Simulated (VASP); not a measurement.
Crystal: TiN.

```
Ti N
1.0
     0.00000    2.03473    2.03473
     2.03473    0.00000    2.03473
     2.03473    2.03473    0.00000
Ti N
1 1
Direct
  0.00000 0.00000 0.00000
  0.50000 0.50000 0.50000
```

Base run:

| Quantity | Value |
| --- | --- |
| Program | VASP 6.6.1 |
| Functional | PBE |
| Potentials or basis | VASP PAW PBE potentials, release 64 (Ti_sv, N) |
| Cutoff | 520 eV |
| k mesh | 20 × 20 × 20 |
| Occupations | gaussian, width 0.15 eV |
| Spin | collinear spin |
| Starting moments | [1.0, 0.0] μB |
| Fixed moment | 1 μB |

Its results: pressure 57.0 GPa; site moments Ti +0.73; N +0.08 μB.

**Question.** The run is repeated on the same cell with these changes: fixed moment from 1 μB to 0.25 μB; moments at the start from [1.0, 0.0] to [0.25, 0.0]. What comes out?

**Answer.** Pressure 47.6 GPa; site moments Ti +0.19; N +0.02 μB.

Caveats: the cell stands under pressure; the total moment is fixed, so each spin has its own Fermi level.
